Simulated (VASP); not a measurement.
# Zr (Im-3m) in VASP: notebook, part 2 of 2

VASP 6.6.1.

## (3) Electric field gradients, PBE (volume scaled by 1.01)

File INCAR:

```
SYSTEM = Zr
ALGO = Normal
EDIFF = 1E-8
ENCUT = 520
GGA = PE
ISIF = 2
ISMEAR = -1
LASPH = .TRUE.
LCHARG = .FALSE.
LEFG = .TRUE.
LREAL = .FALSE.
LWAVE = .FALSE.
NBANDS = 12
NELM = 60
PREC = Accurate
SIGMA = 0.08
```

File KPOINTS:

```
k-points
0
G
  14 14 14
  0 0 0
```

File POSCAR:

```
Zr
1.0
   -1.8160133332      1.8160133332      1.8160133332
    1.8160133332     -1.8160133332      1.8160133332
    1.8160133332      1.8160133332     -1.8160133332
Zr
1
Direct
    0.0000000000      0.0000000000      0.0000000000
```

Potentials or basis: VASP PAW PBE potentials, release 64 (Zr_sv).

Command:

```sh
> cat potpaw_PBE.64/Zr_sv/POTCAR > POTCAR
> mpirun -np 1 vasp_std > vasp.out
```

OUTCAR:

```text
SYSTEM = Zr
   EDIFF = 1E-8
   ENCUT = 520
   GGA = PE
   ISIF = 2
   ISMEAR = -1
   LASPH = .TRUE.
   LREAL = .FALSE.
   NELM = 60
   PREC = Accurate

 ion  position               nearest neighbor table
   1  0.000  0.000  0.000-

  LATTYP: Found a body centered cubic cell.
 ALAT       =     3.6320266664

  Lattice vectors:

 A1 = (  -1.8160133332,   1.8160133332,   1.8160133332)
 A2 = (   1.8160133332,  -1.8160133332,   1.8160133332)
 A3 = (   1.8160133332,   1.8160133332,  -1.8160133332)

Analysis of symmetry for initial positions (statically):
=====================================================================
 Subroutine PRICEL returns:
 Original cell was already a primitive cell.

 Routine SETGRP: Setting up the symmetry group for a
 body centered cubic supercell.

 Subroutine GETGRP returns: Found 48 space group operations
 (whereof 48 operations were pure point group operations)
[... 539 lines left out ...]

 VOLUME and BASIS-vectors are now :
 -----------------------------------------------------------------------------
  energy-cutoff  :      520.00
  volume of cell :       23.96
      direct lattice vectors                 reciprocal lattice vectors
    -1.816013333  1.816013333  1.816013333     0.000000000  0.275328375  0.275328375
     1.816013333 -1.816013333  1.816013333     0.275328375  0.000000000  0.275328375
     1.816013333  1.816013333 -1.816013333     0.275328375  0.275328375  0.000000000

 POSITION                                       TOTAL-FORCE (eV/Angst)
 -----------------------------------------------------------------------------------
      0.00000      0.00000      0.00000        -0.000000      0.000000      0.000000
 -----------------------------------------------------------------------------------
    total drift:                                0.000000      0.000000     -0.000000

  FREE ENERGIE OF THE ION-ELECTRON SYSTEM (eV)
  ---------------------------------------------------
  free  energy   TOTEN  =        -8.4424001877 eV

  energy  without entropy=       -8.4006359912  energy(sigma->0) =       -8.42151809

 Electric field gradients (V/A^2)
---------------------------------------------------------------------
 ion       V_xx      V_yy      V_zz      V_xy      V_xz      V_yz
---------------------------------------------------------------------
   1      -0.000    -0.000    -0.000    -0.000    -0.000    -0.000
---------------------------------------------------------------------

 Electric field gradients after diagonalization (V/A^2)
 (convention: |V_zz| > |V_xx| > |V_yy|)
----------------------------------------------------------------------
 ion       V_xx      V_yy      V_zz     asymmetry (V_yy - V_xx)/ V_zz
----------------------------------------------------------------------
   1       0.000     0.000    -0.000       0.000
----------------------------------------------------------------------

           NMR quadrupolar parameters

 Cq : quadrupolar parameter    Cq=e*Q*V_zz/h
 eta: asymmetry parameters     (V_yy - V_xx)/ V_zz
 Q  : nuclear electric quadrupole moment in mb (millibarn)
----------------------------------------------------------------------
 ion       Cq(MHz)       eta       Q (mb)
----------------------------------------------------------------------
   1      -0.000       0.000       1.000
----------------------------------------------------------------------
```

OSZICAR:

```text
N       E                     dE             d eps       ncg     rms          rms(c)
DAV:   1     0.868139767001E+02    0.86814E+02   -0.68095E+03  2504   0.992E+02
DAV:   2    -0.562575997138E+01   -0.92440E+02   -0.89904E+02  2904   0.269E+02
DAV:   3    -0.873823241129E+01   -0.31125E+01   -0.30711E+01  3788   0.412E+01
DAV:   4    -0.879332536997E+01   -0.55093E-01   -0.55011E-01  2908   0.520E+00
DAV:   5    -0.879429334863E+01   -0.96798E-03   -0.96796E-03  3544   0.520E-01    0.957E+00
DAV:   6    -0.849422476447E+01    0.30007E+00   -0.38971E-01  2712   0.572E+00    0.372E+00
DAV:   7    -0.843966742803E+01    0.54557E-01   -0.19315E-01  3040   0.383E+00    0.664E-01
DAV:   8    -0.844240447461E+01   -0.27370E-02   -0.11624E-02  2956   0.121E+00    0.105E-01
DAV:   9    -0.844241215454E+01   -0.76799E-05   -0.44901E-04  3292   0.186E-01    0.242E-02
DAV:  10    -0.844240181665E+01    0.10338E-04   -0.23712E-05  3008   0.511E-02    0.165E-02
DAV:  11    -0.844240023222E+01    0.15844E-05   -0.21647E-06  2992   0.164E-02    0.254E-03
DAV:  12    -0.844240021221E+01    0.20007E-07   -0.10043E-07  3700   0.270E-03    0.356E-04
DAV:  13    -0.844240019633E+01    0.15888E-07   -0.34007E-09  1640   0.686E-04    0.385E-05
DAV:  14    -0.844240018770E+01    0.86304E-08   -0.57431E-10  1416   0.239E-04
   1 F= -.84424002E+01 E0= -.84215181E+01  d E =-.417642E-01
```

stdout:

```text
POSCAR found type information on POSCAR Zr
 POSCAR found :  1 types and       1 ions
 scaLAPACK will be used
 LDA part: xc-table for (Slater+PW92), standard interpolation
 POSCAR, INCAR and KPOINTS ok, starting setup
 FFT: planning ... GRIDC
 FFT: planning ... GRID_SOFT
 FFT: planning ... GRID
 WAVECAR not read
 entering main loop
ion   1
```

It took 12 s on 1 thread of Intel Xeon 6975P-C, shared host; peak memory 0.16 GiB.

Results:

```
Free energy            : -8.4424 eV
Pressure               : -3.8 GPa
Band gap on the k mesh : zero (band 6 reaches 9.51 eV, above the bottom of band 7 at 7.78 eV)
```

Levels at points of the mesh, in eV from the Fermi level:
```
           k point  band 2  band 3  band 4  band 5  band 6  band 7  band 8  band 9  band 10  band 11
(0.00, 0.00, 0.00)  -26.11  -26.11  -26.11   -5.32    1.11    1.11    1.11    3.50     3.50    12.29
(0.50, 0.00, 0.00)  -26.99  -26.39  -26.11   -2.70   -0.61    1.48    3.48    4.12     6.09     9.88
(0.50, 0.50, 0.50)  -26.71  -26.71  -26.71   -2.41   -2.41    5.45    5.45    5.45     7.19     7.19
```

Caveat: without QUAD_EFG the Cq values of the log hold for a quadrupole moment of 1 mb, not for the nuclei.

## (4) Electric field gradients, PBE (volume scaled by 0.94)

File INCAR:

```
SYSTEM = Zr
PREC     = Accurate       ! precision mode
ENCUT    = 520            ! plane-wave cutoff, eV
EDIFF    = 1E-8           ! SCF threshold, eV
ISMEAR   = -1             ! smearing method
SIGMA    = 0.08           ! smearing width, eV
LREAL    = .False.        ! projectors in reciprocal space
LASPH    = .True.         ! aspherical terms in the spheres
NELM     = 60             ! most SCF steps
ALGO     = Normal         ! electronic algorithm
ISIF     = 2              ! what is computed and relaxed
LWAVE    = .False.        ! write WAVECAR
LCHARG   = .False.        ! write CHGCAR
GGA      = PE             ! functional
LEFG     = .True.       
NBANDS   = 12             ! bands
```

File KPOINTS:

```
Automatic mesh
0
Gamma
  14 14 14
  0 0 0
```

File POSCAR:

```
Zr
1.0
   -1.7730508568      1.7730508568      1.7730508568
    1.7730508568     -1.7730508568      1.7730508568
    1.7730508568      1.7730508568     -1.7730508568
Zr
1
Direct
    0.0000000000      0.0000000000      0.0000000000
```

Potentials or basis: VASP PAW PBE potentials, release 64 (Zr_sv).

Command:

```sh
> cat potpaw_PBE.64/Zr_sv/POTCAR > POTCAR
> mpirun -np 1 vasp_std > vasp.out
```

OUTCAR:

```text
SYSTEM = Zr
   PREC = Accurate
   ENCUT = 520
   EDIFF = 1E-8
   ISMEAR = -1
   LREAL = .False.
   LASPH = .True.
   NELM = 60
   ISIF = 2
   GGA = PE

 ion  position               nearest neighbor table
   1  0.000  0.000  0.000-

  LATTYP: Found a body centered cubic cell.
 ALAT       =     3.5461017136

  Lattice vectors:

 A1 = (  -1.7730508568,   1.7730508568,   1.7730508568)
 A2 = (   1.7730508568,  -1.7730508568,   1.7730508568)
 A3 = (   1.7730508568,   1.7730508568,  -1.7730508568)

Analysis of symmetry for initial positions (statically):
=====================================================================
 Subroutine PRICEL returns:
 Original cell was already a primitive cell.

 Routine SETGRP: Setting up the symmetry group for a
 body centered cubic supercell.

 Subroutine GETGRP returns: Found 48 space group operations
 (whereof 48 operations were pure point group operations)
 out of a pool of 48 trial point group operations.

The static configuration has the point symmetry O_h .

Analysis of symmetry for dynamics (positions and initial velocities):
=====================================================================
 Subroutine PRICEL returns:
 Original cell was already a primitive cell.

 Routine SETGRP: Setting up the symmetry group for a
 body centered cubic supercell.

 Subroutine GETGRP returns: Found 48 space group operations
 (whereof 48 operations were pure point group operations)
 out of a pool of 48 trial point group operations.

The dynamic configuration has the point symmetry O_h .

 Subroutine INISYM returns: Found 48 space group operations
 (whereof 48 operations are pure point group operations),
 and found     1 'primitive' translations

----------------------------------------------------------------------------------------

                                     Primitive cell

  volume of cell :      22.2958

  direct lattice vectors                    reciprocal lattice vectors
    -1.773050857  1.773050857  1.773050857     0.000000000  0.281999807  0.281999807
     1.773050857 -1.773050857  1.773050857     0.281999807  0.000000000  0.281999807
     1.773050857  1.773050857 -1.773050857     0.281999807  0.281999807  0.000000000

  length of vectors
     3.071014168  3.071014168  3.071014168     0.398807952  0.398807952  0.398807952

  position of ions in fractional coordinates (direct lattice)
     0.000000000  0.000000000  0.000000000

  ion indices of the primitive-cell ions
   primitive index   ion index
                 1           1

----------------------------------------------------------------------------------------

 KPOINTS: Automatic mesh

Automatic generation of k-mesh.
 Grid dimensions read from file:
 generate k-points for:   14   14   14

 Generating k-lattice:

  Cartesian coordinates                     Fractional coordinates (reciprocal lattice)
     0.000000000  0.020142843  0.020142843     0.071428571  0.000000000  0.000000000
     0.020142843  0.000000000  0.020142843     0.000000000  0.071428571  0.000000000
     0.020142843  0.020142843  0.000000000     0.000000000  0.000000000  0.071428571

  Length of vectors
     0.028486282  0.028486282  0.028486282
[... 64 lines left out ...]
   PSTRESS=    0.0 pullay stress
   NELECT =      12.0000    total number of electrons
   NUPDOWN=      -1.0000    fix difference up-down
   EMIN   =  10.00;   EMAX   =-10.00  energy-range for DOS
   EFERMI =   0.00;   METHOD = LEGACY
   ISMEAR =    -1;   SIGMA  =   0.08  broadening in eV -4-tet -1-fermi 0-gaus
   EFERMI_NEDOS =   21; number of points for ismear=-14 and -15
   IALGO  =     38    algorithm
   IMIX   =      4    mixing-type and parameters
     AMIX     =   0.40;   BMIX     =  1.00
     AMIX_MAG =   1.60;   BMIX_MAG =  1.00
  volume/ion in A,a.u.               =      22.30       150.46
  Fermi-wavevector in a.u.,A,eV,Ry     =   1.331662  2.516477 24.127539  1.773324
  Thomas-Fermi vector in A             =   2.460656
   LORBIT       =      0    0 simple, 1 ext, 2 COOP (PROOUT), +10 PAW based schemes
   GGA     = PE    functional components
   LHFCALC =     F    Hartree Fock is set to
   AEXX    =    0.0000 exact exchange contribution
   IVDW    =     0    specifies the selected vdW correction
   LEPSILON=     F    determine dielectric tensor
   LRPA    =     F    only Hartree local field effects (RPA)
 non-spin polarized calculation
  energy-cutoff  :      520.00
  volume of cell :       22.30
 maximum number of plane-waves:       616
   NGX = 11   NGY = 11   NGZ = 11

 number of electron      12.0000000 magnetization

 Free energy of the ion-electron system (eV)
  ---------------------------------------------------
  ext. energy  EPLUGINS =         0.00000000
  ---------------------------------------------------
  free energy    TOTEN  =        -8.45104623 eV

  energy without entropy =       -8.41435975  energy(sigma->0) =       -8.43270299

 E-fermi :   9.1969     XC(G=0): -11.2739

 val. band max:        9.1921798266   @ k =   0.2143   0.2143   0.0000
 cond. band min:       9.2074648197   @ k =   0.2857   0.2857   0.0000
 fundamental gap:      0.0152849931
 Fermi energy:         9.1968584967

 k-point     1 :       0.0000    0.0000    0.0000
  band No.  band energies     occupation
      1     -39.2108      2.00000
      2     -16.6590      2.00000
      3     -16.6590      2.00000
      4     -16.6590      2.00000
      5       3.7611      2.00000
      6      10.3416      0.00000
      7      10.3416      0.00000
      8      10.3416      0.00000
      9      12.9296      0.00000
     10      12.9296      0.00000
     11      21.7271      0.00000
     12      21.7271      0.00000
[... 331 lines left out ...]
 k-point    24 :       0.3571    0.2857    0.0000
  band No.  band energies     occupation
      1     -39.0086      2.00000
      2     -17.5063      2.00000
      3     -17.3362      2.00000
      4     -16.7962      2.00000
      5       7.7402      2.00000
      6       8.6306      1.99831
      7       9.0725      1.65129
      8      13.1183      0.00000
      9      13.5588      0.00000
     10      18.1059      0.00000
     11      18.5763      0.00000
     12      20.0485      0.00000

 [... further k-points ...]
[... 5 lines left out ...]
  --------------------------------------------------------------------------------------
  -------------------------------------------------------------------------------------
  Total        0.3159196      0.3159196      0.3159196      0.0000000      0.0000000     -0.0000000
  in kB       22.7019745     22.7019745     22.7019745      0.0000000      0.0000000     -0.0000000
  external PRESSURE =      22.7019745 kB  Pullay stress =       0.0000000 kB

 VOLUME and BASIS-vectors are now :
 -----------------------------------------------------------------------------
  energy-cutoff  :      520.00
  volume of cell :       22.30
      direct lattice vectors                 reciprocal lattice vectors
    -1.773050857  1.773050857  1.773050857     0.000000000  0.281999807  0.281999807
     1.773050857 -1.773050857  1.773050857     0.281999807  0.000000000  0.281999807
     1.773050857  1.773050857 -1.773050857     0.281999807  0.281999807  0.000000000

 POSITION                                       TOTAL-FORCE (eV/Angst)
 -----------------------------------------------------------------------------------
      0.00000      0.00000      0.00000         0.000000      0.000000     -0.000000
 -----------------------------------------------------------------------------------
    total drift:                               -0.000000      0.000000      0.000000

  FREE ENERGIE OF THE ION-ELECTRON SYSTEM (eV)
  ---------------------------------------------------
  free  energy   TOTEN  =        -8.4510462349 eV

  energy  without entropy=       -8.4143597507  energy(sigma->0) =       -8.43270299

 Electric field gradients (V/A^2)
---------------------------------------------------------------------
 ion       V_xx      V_yy      V_zz      V_xy      V_xz      V_yz
---------------------------------------------------------------------
   1       0.000    -0.000    -0.000    -0.000    -0.000    -0.000
---------------------------------------------------------------------

 Electric field gradients after diagonalization (V/A^2)
 (convention: |V_zz| > |V_xx| > |V_yy|)
----------------------------------------------------------------------
 ion       V_xx      V_yy      V_zz     asymmetry (V_yy - V_xx)/ V_zz
----------------------------------------------------------------------
   1       0.000     0.000    -0.000       0.000
----------------------------------------------------------------------

           NMR quadrupolar parameters

 Cq : quadrupolar parameter    Cq=e*Q*V_zz/h
 eta: asymmetry parameters     (V_yy - V_xx)/ V_zz
 Q  : nuclear electric quadrupole moment in mb (millibarn)
----------------------------------------------------------------------
 ion       Cq(MHz)       eta       Q (mb)
----------------------------------------------------------------------
   1      -0.000       0.000       1.000
----------------------------------------------------------------------
```

Wall time 33 s (1 thread of Intel Xeon 8259CL, shared host); peak memory 0.15 GiB.

What came out:

```
Free energy            : -8.4510 eV
Pressure               : 2.3 GPa
Band gap on the k mesh : zero (band 6 reaches 10.34 eV, above the bottom of band 7 at 8.54 eV)
```

Caveat: without QUAD_EFG the Cq values of the log hold for a quadrupole moment of 1 mb, not for the nuclei.

## (5) Summary

| task | cell | k mesh for the DOS | occupations for the DOS | gap on the mesh (eV) | pressure (GPa) |
| --- | --- | --- | --- | --- | --- |
| density of states | a = 3.135 Å, angles 109.5°, 1 atom | 21 × 21 × 21 | tetrahedron | - | - |
| electric field gradients | a = 3.145 Å, angles 109.5°, 1 atom | - | - | none | -3.8 |
| electric field gradients | a = 3.071 Å, angles 109.5°, 1 atom | - | - | none | 2.3 |

Alike in all rows: level PBE; potentials or basis VASP PAW PBE potentials, release 64 (Zr_sv); no spin polarisation; k mesh 14 × 14 × 14; cutoff (eV) 520; smearing fermi-dirac 0.08 eV.

Absolute energies hang on the potentials; compare differences alone.
